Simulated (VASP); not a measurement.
Input of a VASP 6.6.1 run:

Contents of INCAR:

```
SYSTEM = HfB
PREC = Accurate
ENCUT = 520
EDIFF = 1E-8
ISMEAR = -1
SIGMA = 0.05
LREAL = .FALSE.
LASPH = .TRUE.
NELM = 100
ALGO = Normal
ISIF = 2
LWAVE = .FALSE.
LCHARG = .FALSE.
GGA = CA
LEFG = .TRUE.
NBANDS = 14
```

Contents of KPOINTS:

```
Automatic mesh
0
G
  15 15 15
  0 0 0
```

Contents of POSCAR:

```
HfB
1.0
    0.0000000000      2.3176744750      2.3176744750
    2.3176744750      0.0000000000      2.3176744750
    2.3176744750      2.3176744750      0.0000000000
Hf B
1 1
Direct
    0.5000000000      0.5000000000      0.5000000000
    0.0000000000      0.0000000000      0.0000000000
```

Potentials or basis: VASP PAW LDA potentials, release 64 (Hf_pv, B).

Run with:

```sh
$ cat potpaw_LDA.64/Hf_pv/POTCAR potpaw_LDA.64/B/POTCAR > POTCAR
$ mpirun -np 1 vasp_std > vasp.out
```

Estimate the band gap on the k mesh.

zero (an odd number of electrons rules out a gap without spin polarisation).

Predict the pressure.

17.4 GPa.

Caveat: the cell stands under pressure; spin-orbit coupling is left out, which moves the levels of the heavy elements.
